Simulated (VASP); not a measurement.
# BaTiO3 (R3m) in VASP: a series of runs

Aim: see how the results for BaTiO3 move with the level of theory and the settings. Levels: PBE, r2SCAN. Tasks: single point.

All numbers are computed with VASP 6.6.1; they aren't measurements. Logs are shortened: lines on timing, memory, paths and dates and some standing lists are left out, and cuts for length are marked.

## (1) The cell of the first run

Symmetry: R3m, No. 160, trigonal system. Conventional cell: a = 5.680 Å, b = 5.680 Å, c = 6.994 Å, α = 90.00°, β = 90.00°, γ = 120.00°. Within 3.7 Å of Ba (site symmetry 3m) lie 12 O at 2.78 to 2.93 Å and 8 Ti at 3.40 to 3.59 Å. Ti (site symmetry 3m) has 6 O at 1.87 to 2.16 Å within 2.5 Å. Within 2.5 Å of O (site symmetry m) lie 2 Ti at 1.87 to 2.16 Å.

## (2) Single point, PBE

The input, INCAR:

```
SYSTEM = BaTiO3
PREC = Accurate
ENCUT = 520
EDIFF = 1E-6
ISMEAR = 0
SIGMA = 0.01
LREAL = .False.
LASPH = .True.
NELM = 80
ALGO = Normal
ISIF = 2
LWAVE = .False.
LCHARG = .False.
GGA = PE
NBANDS = 28
```

The input, KPOINTS:

```
regular mesh
0
Gamma
  6 6 6
  0 0 0
```

The input, POSCAR:

```
BaTiO3
1.0
    2.8402057435      1.6397935506      2.3313653756
   -2.8402057435      1.6397935506      2.3313653756
    0.0000000000     -3.2795871012      2.3313653755
Ba Ti O
1 1 3
Direct
   -0.0031997338     -0.0031997338     -0.0031997338
    0.4833974219      0.4833974219      0.4833974219
    0.5098204149      0.5098204149      0.0193614819
    0.0193614819      0.5098204149      0.5098204149
    0.5098204149      0.0193614819      0.5098204149
```

Potentials or basis: VASP PAW PBE potentials, release 64 (Ba_sv, Ti_sv, O).

The run is started by

```sh
$ cat potpaw_PBE.64/Ba_sv/POTCAR potpaw_PBE.64/Ti_sv/POTCAR potpaw_PBE.64/O/POTCAR > POTCAR
$ mpirun -np 1 vasp_std > vasp.out
```

OUTCAR:

```text
SYSTEM = BaTiO3
   PREC = Accurate
   ENCUT = 520
   EDIFF = 1E-6
   ISMEAR = 0
   LREAL = .False.
   LASPH = .True.
   NELM = 80
   ISIF = 2
   GGA = PE

 ion  position               nearest neighbor table
   1  0.997  0.997  0.997-   4 2.78   5 2.78   3 2.78   3 2.84   3 2.84   5 2.84   4 2.84   4 2.84
                             5 2.84   4 2.93   5 2.93   3 2.93   2 3.40   2 3.45   2 3.45   2 3.45
   2  0.483  0.483  0.483-   3 1.87   4 1.87   5 1.87   3 2.16   4 2.16   5 2.16   1 3.40   1 3.45
                             1 3.45   1 3.45   1 3.51   1 3.51   1 3.51   1 3.59
   3  0.510  0.510  0.019-   2 1.87   2 2.16   1 2.78   1 2.84   1 2.84   1 2.93
   4  0.019  0.510  0.510-   2 1.87   2 2.16   1 2.78   1 2.84   1 2.84   1 2.93
   5  0.510  0.019  0.510-   2 1.87   2 2.16   1 2.78   1 2.84   1 2.84   1 2.93

  LATTYP: Found a trigonal (rhomboedric) cell.
 ALAT       =     4.0237987112
 COS(alpha) =     0.0035463463

  Lattice vectors:

 A1 = (   2.8402057435,   1.6397935506,   2.3313653756)
 A2 = (  -2.8402057435,   1.6397935506,   2.3313653756)
 A3 = (   0.0000000000,  -3.2795871012,   2.3313653755)

Analysis of symmetry for initial positions (statically):
=====================================================================
 Subroutine PRICEL returns:
 Original cell was already a primitive cell.

 Routine SETGRP: Setting up the symmetry group for a
 trigonal (rhombohedral) supercell.

 Subroutine GETGRP returns: Found  6 space group operations
 (whereof  6 operations were pure point group operations)
 out of a pool of 12 trial point group operations.

The static configuration has the point symmetry C_3v.

Analysis of symmetry for dynamics (positions and initial velocities):
=====================================================================
 Subroutine PRICEL returns:
 Original cell was already a primitive cell.

 Routine SETGRP: Setting up the symmetry group for a
 trigonal (rhombohedral) supercell.

 Subroutine GETGRP returns: Found  6 space group operations
 (whereof  6 operations were pure point group operations)
 out of a pool of 12 trial point group operations.

The dynamic configuration has the point symmetry C_3v.

 Subroutine INISYM returns: Found  6 space group operations
 (whereof  6 operations are pure point group operations),
 and found     1 'primitive' translations

----------------------------------------------------------------------------------------

                                     Primitive cell

  volume of cell :      65.1479

  direct lattice vectors                    reciprocal lattice vectors
     2.840205743  1.639793551  2.331365376     0.176043585  0.101638811  0.142977732
    -2.840205743  1.639793551  2.331365376    -0.176043585  0.101638811  0.142977732
     0.000000000 -3.279587101  2.331365375     0.000000000 -0.203277622  0.142977732

  length of vectors
     4.023798711  4.023798711  4.023798711     0.248524492  0.248524492  0.248524492

  position of ions in fractional coordinates (direct lattice)
     0.996800266  0.996800266  0.996800266
     0.483397422  0.483397422  0.483397422
     0.509820415  0.509820415  0.019361482
     0.019361482  0.509820415  0.509820415
     0.509820415  0.019361482  0.509820415

  ion indices of the primitive-cell ions
   primitive index   ion index
                 1           1
                 2           2
                 3           3
                 4           4
                 5           5

----------------------------------------------------------------------------------------

 KPOINTS: regular mesh

Automatic generation of k-mesh.
 Grid dimensions read from file:
 generate k-points for:    6    6    6

 Generating k-lattice:

  Cartesian coordinates                     Fractional coordinates (reciprocal lattice)
     0.029340597  0.016939802  0.023829622     0.166666667  0.000000000  0.000000000
    -0.029340597  0.016939802  0.023829622     0.000000000  0.166666667  0.000000000
     0.000000000 -0.033879604  0.023829622     0.000000000  0.000000000  0.166666667

  Length of vectors
     0.041420749  0.041420749  0.041420749

  Shift w.r.t. Gamma in fractional coordinates (k-lattice)
     0.000000000  0.000000000  0.000000000

 Subroutine IBZKPT returns following result:
 ===========================================

 Found     32 irreducible k-points:

 Following reciprocal coordinates:
            Coordinates               Weight
  0.000000  0.000000  0.000000      1.000000
  0.166667  0.000000 -0.000000      6.000000
  0.333333  0.000000 -0.000000      6.000000
  0.500000  0.000000  0.000000      3.000000
  0.166667  0.166667 -0.000000      6.000000
  0.333333  0.166667  0.000000     12.000000
[... 16 lines left out ...]
  0.500000  0.500000  0.166667      6.000000
 -0.333333  0.500000  0.166667     12.000000
 [... further k-points ...]
   k-points           NKPTS =     32   k-points in BZ     NKDIM =     32   number of bands    NBANDS=     28
   number of dos      NEDOS =    301   number of ions     NIONS =      5
   total plane-waves  NPLWV =  27000
   dimension x,y,z NGX =    30 NGY =   30 NGZ =   30
   dimension x,y,z NGXF=    60 NGYF=   60 NGZF=   60
   ions per type =               1   1   3
   NGX,Y,Z   is equivalent  to a cutoff of  12.39, 12.39, 12.39 a.u.
   NGXF,Y,Z  is equivalent  to a cutoff of  24.79, 24.79, 24.79 a.u.
 SYSTEM =  BaTiO3
   PREC   = accura    normal or accurate (medium, high low for compatibility)
   ISTART =      0    job   : 0-new  1-cont  2-samecut
   ICHARG =      2    charge: 1-file 2-atom 10-const
   ISPIN  =      1    spin polarized calculation?
   LNONCOLLINEAR =      F non collinear calculations
   LSORBIT =      F    spin-orbit coupling
   LASPH  =      T    aspherical Exc in radial PAW
   ENCUT  =  520.0 eV  38.22 Ry    6.18 a.u.   7.48  7.48  7.48*2*pi/ulx,y,z
   NELM   =     80;   NELMIN=  2; NELMDL= -5     # of ELM steps
   EDIFF  = 0.1E-05   stopping-criterion for ELM
   LREAL  =      F    real-space projection
   EDIFFG = 0.1E-04   stopping-criterion for IOM
   NSW    =      0    number of steps for IOM
   IBRION =     -1    ionic relax: 0-MD 1-quasi-New 2-CG
   NFREE  =      0    steps in history (QN), initial steepest desc. (CG)
   ISIF   =      2    stress and relaxation
   ISYM   =      2    0-nonsym 1-usesym 2-fastsym
   POTIM  = 0.5000    time-step for ionic-motion
   TEBEG  =    0.0;   TEEND  =   0.0 temperature during run
   PSTRESS=    0.0 pullay stress
   NELECT =      40.0000    total number of electrons
   NUPDOWN=      -1.0000    fix difference up-down
   EMIN   =  10.00;   EMAX   =-10.00  energy-range for DOS
   EFERMI =   0.00;   METHOD = LEGACY
   ISMEAR =     0;   SIGMA  =   0.01  broadening in eV -4-tet -1-fermi 0-gaus
   EFERMI_NEDOS =   21; number of points for ismear=-14 and -15
   IALGO  =     38    algorithm
   IMIX   =      4    mixing-type and parameters
     AMIX     =   0.40;   BMIX     =  1.00
     AMIX_MAG =   1.60;   BMIX_MAG =  1.00
  volume/ion in A,a.u.               =      13.03        87.93
  Fermi-wavevector in a.u.,A,eV,Ry     =   1.391430  2.629421 26.341926  1.936077
  Thomas-Fermi vector in A             =   2.515270
   LORBIT       =      0    0 simple, 1 ext, 2 COOP (PROOUT), +10 PAW based schemes
   GGA     = PE    functional components
   LHFCALC =     F    Hartree Fock is set to
   AEXX    =    0.0000 exact exchange contribution
   IVDW    =     0    specifies the selected vdW correction
   LEPSILON=     F    determine dielectric tensor
   LRPA    =     F    only Hartree local field effects (RPA)
 non-spin polarized calculation
 Gauss-broadening in eV      SIGMA  =   0.01
  energy-cutoff  :      520.00
  volume of cell :       65.15
 maximum number of plane-waves:      1776
 NGX is ok and might be reduce to    30
   NGX = 15   NGY = 15   NGZ = 15

 number of electron      40.0000008 magnetization

 Free energy of the ion-electron system (eV)
  ---------------------------------------------------
  ext. energy  EPLUGINS =         0.00000000
  ---------------------------------------------------
  free energy    TOTEN  =       -40.02347316 eV

  energy without entropy =      -40.02347316  energy(sigma->0) =      -40.02347316

 E-fermi :   3.7136     XC(G=0): -11.1544

 val. band max:        3.6469782425   @ k =   0.5000   0.5000   0.5000
 cond. band min:       6.0992099761   @ k =   0.0000   0.0000   0.0000
 fundamental gap:      2.4522317336
 Fermi energy:         3.7135837830

 k-point     1 :       0.0000    0.0000    0.0000
  band No.  band energies     occupation
      1     -52.6465      2.00000
      2     -28.9015      2.00000
      3     -28.9015      2.00000
      4     -28.9010      2.00000
      5     -21.1899      2.00000
      6     -13.1390      2.00000
[... 20 lines left out ...]
     27       8.7167      0.00000
     28      10.8478      0.00000

 k-point     2 :       0.1667    0.0000   -0.0000
  band No.  band energies     occupation
      1     -52.6463      2.00000
      2     -28.9138      2.00000
      3     -28.9010      2.00000
      4     -28.9006      2.00000
      5     -21.1631      2.00000
      6     -13.1559      2.00000
[... 20 lines left out ...]
     27       9.2316      0.00000
     28      11.4955      0.00000

 k-point     3 :       0.3333    0.0000   -0.0000
  band No.  band energies     occupation
      1     -52.6458      2.00000
      2     -28.9386      2.00000
      3     -28.9001      2.00000
      4     -28.8997      2.00000
      5     -21.1085      2.00000
      6     -13.2655      2.00000
[... 20 lines left out ...]
     27      10.4329      0.00000
     28      11.9276      0.00000

 k-point     4 :       0.5000    0.0000    0.0000
  band No.  band energies     occupation
      1     -52.6455      2.00000
      2     -28.9509      2.00000
      3     -28.8996      2.00000
      4     -28.8992      2.00000
      5     -21.0807      2.00000
      6     -13.3410      2.00000
[... 578 lines left out ...]
     27      11.0958      0.00000
     28      12.0430      0.00000

 k-point    23 :       0.5000    0.5000    0.1667
  band No.  band energies     occupation
      1     -52.6444      2.00000
      2     -28.9473      2.00000
      3     -28.9467      2.00000
      4     -28.9095      2.00000
      5     -20.9949      2.00000
      6     -12.6591      2.00000
[... 20 lines left out ...]
     27      12.1049      0.00000
     28      12.4314      0.00000

 k-point    24 :      -0.3333    0.5000    0.1667
  band No.  band energies     occupation
      1     -52.6446      2.00000
      2     -28.9478      2.00000
      3     -28.9351      2.00000
      4     -28.9100      2.00000
      5     -21.0122      2.00000
      6     -12.8297      2.00000
[... 20 lines left out ...]
     27      11.7591      0.00000
     28      12.2233      0.00000

 [... further k-points ...]

------------------------ aborting loop because EDIFF is reached ----------------------------------------

  FORCE on cell =-STRESS in cart. coord.  units (eV):
  Direction    XX          YY          ZZ          XY          YZ          ZX
  --------------------------------------------------------------------------------------
  -------------------------------------------------------------------------------------
  Total        1.9886165      1.9886165      1.9101450      0.0000000      0.0000000      0.0000000
  in kB       48.9058760     48.9058760     46.9760345      0.0000000      0.0000000      0.0000000
  external PRESSURE =      48.2625955 kB  Pullay stress =       0.0000000 kB

 VOLUME and BASIS-vectors are now :
 -----------------------------------------------------------------------------
  energy-cutoff  :      520.00
  volume of cell :       65.15
      direct lattice vectors                 reciprocal lattice vectors
     2.840205743  1.639793551  2.331365376     0.176043585  0.101638811  0.142977732
    -2.840205743  1.639793551  2.331365376    -0.176043585  0.101638811  0.142977732
     0.000000000 -3.279587101  2.331365375     0.000000000 -0.203277622  0.142977732

 POSITION                                       TOTAL-FORCE (eV/Angst)
 -----------------------------------------------------------------------------------
      0.00000      0.00000      6.97172        -0.000000     -0.000000      0.020773
      0.00000      0.00000      3.38093        -0.000000     -0.000000      0.123496
      0.00000      1.60850      2.42229        -0.000000      0.115334     -0.048089
     -1.39300     -0.80425      2.42229        -0.099882     -0.057667     -0.048089
      1.39300     -0.80425      2.42229         0.099882     -0.057667     -0.048089
 -----------------------------------------------------------------------------------
    total drift:                                0.000000      0.000001     -0.000209

  FREE ENERGIE OF THE ION-ELECTRON SYSTEM (eV)
  ---------------------------------------------------
  free  energy   TOTEN  =       -40.0234731630 eV

  energy  without entropy=      -40.0234731630  energy(sigma->0) =      -40.02347316
```

It took 64 s on 1 thread of Intel Xeon Platinum 8375C at 2.90GHz (Ice Lake), shared host; peak memory 0.21 GiB.

What came out:

```yaml
Free_energy: -40.0235 eV
Pressure: 4.8 GPa
Largest_force: 0.125 eV/Å
Band_gap_on_the_k_mesh: 2.45 eV, indirect (least direct gap 2.90 eV)
```

Forces in eV/Å, atoms in the order of the input:
```
Ba   0.000  0.000  0.021
Ti   0.000  0.000  0.123
O    0.000  0.115 -0.048
O   -0.100 -0.058 -0.048
O    0.100 -0.058 -0.048
```

Levels at points of the mesh, in eV from the valence-band top:
```
           k point  band 17  band 18  band 19  band 20  band 21  band 22  band 23  band 24
(0.00, 0.00, 0.00)    -1.04    -0.59    -0.45    -0.45     2.45     2.45     2.61     4.49
(0.50, 0.00, 0.00)    -1.68    -1.58    -0.99    -0.85     2.62     3.76     3.88     4.45
(0.50, 0.50, 0.00)    -1.61    -0.90    -0.84    -0.09     3.84     3.85     4.17     4.99
(0.50, 0.50, 0.50)    -2.34    -0.02    -0.02     0.00     4.27     4.44     4.44     6.54
```

Caveat: spin-orbit coupling is left out, which moves the levels of the heavy elements.

## (3) Single point, PBE

The input, INCAR:

```
PREC = Accurate ; ENCUT = 520
EDIFF = 1E-6 ; ISMEAR = 0
SIGMA = 0.01 ; LREAL = False
LASPH = True ; NELM = 100
ALGO = Normal ; ISIF = 2
LWAVE = False ; LCHARG = False
GGA = PE ; NBANDS = 28
```

The input, KPOINTS:

```
Automatic mesh
0
Gamma
  6 6 6
```

POSCAR is that of step 2.

Potentials or basis: VASP PAW PBE potentials, release 64 (Ba_sv, Ti_sv, O).

The run is started by

```sh
$ cat potpaw_PBE.64/Ba_sv/POTCAR potpaw_PBE.64/Ti_sv/POTCAR potpaw_PBE.64/O/POTCAR > POTCAR
$ mpirun -np 1 vasp_std > vasp.out
```

OUTCAR:

```text
PREC = Accurate
   ENCUT = 520
   EDIFF = 1E-6
   ISMEAR = 0
   LREAL = False
   LASPH = True
   NELM = 100
   ISIF = 2
   GGA = PE

 ion  position               nearest neighbor table
   1  0.997  0.997  0.997-   4 2.78   5 2.78   3 2.78   3 2.84   3 2.84   5 2.84   4 2.84   4 2.84
                             5 2.84   4 2.93   5 2.93   3 2.93   2 3.40   2 3.45   2 3.45   2 3.45
   2  0.483  0.483  0.483-   3 1.87   4 1.87   5 1.87   3 2.16   4 2.16   5 2.16   1 3.40   1 3.45
                             1 3.45   1 3.45   1 3.51   1 3.51   1 3.51   1 3.59
   3  0.510  0.510  0.019-   2 1.87   2 2.16   1 2.78   1 2.84   1 2.84   1 2.93
   4  0.019  0.510  0.510-   2 1.87   2 2.16   1 2.78   1 2.84   1 2.84   1 2.93
[... 952 lines left out ...]
  Total        1.9886165      1.9886165      1.9101450      0.0000000      0.0000000      0.0000000
  in kB       48.9058760     48.9058760     46.9760345      0.0000000      0.0000000      0.0000000
  external PRESSURE =      48.2625955 kB  Pullay stress =       0.0000000 kB

 VOLUME and BASIS-vectors are now :
 -----------------------------------------------------------------------------
  energy-cutoff  :      520.00
  volume of cell :       65.15
      direct lattice vectors                 reciprocal lattice vectors
     2.840205743  1.639793551  2.331365376     0.176043585  0.101638811  0.142977732
    -2.840205743  1.639793551  2.331365376    -0.176043585  0.101638811  0.142977732
     0.000000000 -3.279587101  2.331365375     0.000000000 -0.203277622  0.142977732

 POSITION                                       TOTAL-FORCE (eV/Angst)
 -----------------------------------------------------------------------------------
      0.00000      0.00000      6.97172        -0.000000     -0.000000      0.020773
      0.00000      0.00000      3.38093        -0.000000     -0.000000      0.123496
      0.00000      1.60850      2.42229        -0.000000      0.115334     -0.048089
     -1.39300     -0.80425      2.42229        -0.099882     -0.057667     -0.048089
      1.39300     -0.80425      2.42229         0.099882     -0.057667     -0.048089
 -----------------------------------------------------------------------------------
    total drift:                                0.000000      0.000001     -0.000209

  FREE ENERGIE OF THE ION-ELECTRON SYSTEM (eV)
  ---------------------------------------------------
  free  energy   TOTEN  =       -40.0234731630 eV

  energy  without entropy=      -40.0234731630  energy(sigma->0) =      -40.02347316
```

OSZICAR:

```text
N       E                     dE             d eps       ncg     rms          rms(c)
DAV:   1     0.434349357928E+03    0.43435E+03   -0.20770E+04  1792   0.155E+03
DAV:   2    -0.485382608722E+01   -0.43920E+03   -0.41845E+03  2064   0.429E+02
DAV:   3    -0.484614369221E+02   -0.43608E+02   -0.43194E+02  2504   0.133E+02
DAV:   4    -0.505499479014E+02   -0.20885E+01   -0.20844E+01  2736   0.248E+01
DAV:   5    -0.506069360908E+02   -0.56988E-01   -0.56981E-01  2392   0.318E+00    0.237E+01
DAV:   6    -0.402186352762E+02    0.10388E+02   -0.55467E+01  2696   0.683E+01    0.101E+01
DAV:   7    -0.402048814695E+02    0.13754E-01   -0.11499E+01  2452   0.252E+01    0.726E+00
DAV:   8    -0.400197548650E+02    0.18513E+00   -0.59507E-01  2228   0.718E+00    0.380E+00
DAV:   9    -0.400501375521E+02   -0.30383E-01   -0.37744E-01  2644   0.550E+00    0.158E+00
DAV:  10    -0.400276661165E+02    0.22471E-01   -0.16782E-01  2140   0.425E+00    0.593E-01
DAV:  11    -0.400235140672E+02    0.41520E-02   -0.20489E-02  2168   0.889E-01    0.145E-01
DAV:  12    -0.400237273013E+02   -0.21323E-03   -0.26181E-03  2364   0.480E-01    0.143E-01
DAV:  13    -0.400234670348E+02    0.26027E-03   -0.96539E-04  2228   0.328E-01    0.205E-02
DAV:  14    -0.400234733096E+02   -0.62748E-05   -0.38015E-05  2348   0.437E-02    0.819E-03
DAV:  15    -0.400234731630E+02    0.14660E-06   -0.73386E-06  2272   0.206E-02
   1 F= -.40023473E+02 E0= -.40023473E+02  d E =-.141375E-23
```

stdout:

```text
POSCAR found type information on POSCAR BaTiO
 POSCAR found :  3 types and       5 ions
 scaLAPACK will be used
 LDA part: xc-table for (Slater+PW92), standard interpolation
 POSCAR, INCAR and KPOINTS ok, starting setup
 FFT: planning ... GRIDC
 FFT: planning ... GRID_SOFT
 FFT: planning ... GRID
 WAVECAR not read
 entering main loop
```

Run time: 59 s. Hardware: 1 thread of Intel Xeon Platinum 8375C at 2.90GHz (Ice Lake), shared host; peak memory 0.21 GiB.

Results:

```
Free energy            : -40.0235 eV
Pressure               : 4.8 GPa
Largest force          : 0.125 eV/Å
Band gap on the k mesh : 2.45 eV, indirect (least direct gap 2.90 eV)
```

Forces on the atoms (eV/Å):
```
Ba   0.000  0.000  0.021
Ti   0.000  0.000  0.123
O    0.000  0.115 -0.048
O   -0.100 -0.058 -0.048
O    0.100 -0.058 -0.048
```

Stress tensor (GPa, compression positive):
```
4.89 0.00 0.00
0.00 4.89 0.00
0.00 0.00 4.70
```

Caveat: spin-orbit coupling is left out, which moves the levels of the heavy elements.

(Continued in part 2 of 2.)
